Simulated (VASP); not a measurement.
Set up this calculation in VASP 6.6.1, as the native input.

```yaml
Task: single point
Functional: PBEsol
Potentials_or_basis: VASP PAW PBE potentials, release 64 (Hf_pv)
Cutoff: 500 eV
k_mesh: 18 × 18 × 10
Occupations: fermi-dirac, width 0.1 eV
Spin: no spin polarisation
Dipole_correction: no
Further_INCAR_settings: ALGO = Normal; EDIFF = 1e-06; NBANDS = 17
```

The structure of Hf lies in POSCAR:

```
Hf
1.0
    3.1581217152      0.0000000000      0.0000000000
   -1.5790608576      2.7350136336      0.0000000000
    0.0000000000      0.0000000000      5.0042329864
Hf
2
Direct
    0.3333333333      0.6666666667      0.2500000000
    0.6666666667      0.3333333333      0.7500000000
```

These files were run (other wordings do the same):

INCAR

```
PREC = Accurate ; ENCUT = 500
EDIFF = 1E-6 ; ISMEAR = -1
SIGMA = 0.1 ; LREAL = False
LASPH = True ; NELM = 120
ALGO = Normal ; ISIF = 2
LWAVE = False ; LCHARG = False
GGA = PS ; NBANDS = 17
GGA_COMPAT = False
```

KPOINTS

```
Automatic mesh
0
Gamma
  18 18 10
```

Potentials or basis: VASP PAW PBE potentials, release 64 (Hf_pv).

Launch:

```bash
$ cat potpaw_PBE.64/Hf_pv/POTCAR > POTCAR
$ mpirun -np 1 vasp_std > vasp.out
```

Results of the run:

```yaml
Pressure: -0.4 GPa
Band_gap_on_the_k_mesh: zero (bands 10 and 11 overlap by 1.57 eV)
```

Caveat: the PAW data sets were made with another functional, which shifts forces and pressure a little; spin-orbit coupling is left out, which moves the levels of the heavy elements.

Run time: 55 s on 1 thread of Intel(R) Xeon(R) Platinum 8488C (Sapphire Rapids), with other jobs on the host, peak memory 0.25 GiB.
